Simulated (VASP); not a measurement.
A run of VASP 6.6.1 is set up as follows.

File POSCAR:

```
Rh
1.0
    2.6917446200     -0.0134587231      0.0000000000
   -1.3575279061      2.3378485816      0.0000000000
    0.0000000000      0.0000000000      8.7980701300
Rh
4
Direct
    0.0000000000      0.0000000000      0.0000000000
    0.3333333333      0.6666666667      0.2500000000
    0.0000000000      0.0000000000      0.5000000000
    0.6666666667      0.3333333333      0.7500000000
```

Contents of INCAR.step1:

```
SYSTEM = Rh
PREC = Accurate
ENCUT = 520
ISMEAR = -1
SIGMA = 0.1
LREAL = .FALSE.
LASPH = .TRUE.
NELM = 80
NBANDS = 38
GGA = PE
ALGO = Normal
EDIFF = 1E-4
LWAVE = .TRUE.
LCHARG = .FALSE.
```

File INCAR.step2:

```
SYSTEM = Rh
PREC = Accurate
ENCUT = 520
EDIFF = 1E-6
ISMEAR = -1
SIGMA = 0.1
LREAL = .FALSE.
LASPH = .TRUE.
NELM = 80
ALGO = Normal
ISIF = 2
LWAVE = .FALSE.
LCHARG = .FALSE.
METAGGA = R2SCAN
LMIXTAU = .TRUE.
NBANDS = 38
ISTART = 1
```

The input KPOINTS:

```
Automatic mesh
0
G
  15 15 4
  0 0 0
```

Potentials or basis: VASP PAW PBE potentials, release 64 (Rh_pv).

Launch:

```console
$ cat potpaw_PBE.64/Rh_pv/POTCAR > POTCAR
$ cp INCAR.step1 INCAR
$ mpirun -np 1 vasp_std > vasp.out
$ cp INCAR.step2 INCAR
$ mpirun -np 1 vasp_std > vasp.out
```

What does it give for the pressure?

0.3 GPa.

What does it give for the largest force?

0.019 eV/Å.

Predict the band gap on the k mesh.

zero (bands 30 and 31 overlap by 1.99 eV).

Forces on the atoms (eV/Å):
```
Rh   0.000  0.000  0.000
Rh  -0.019  0.000  0.000
Rh   0.000  0.000  0.000
Rh   0.019  0.000  0.000
```

Caveat: the PAW data sets were made with another functional, which shifts forces and pressure a little.
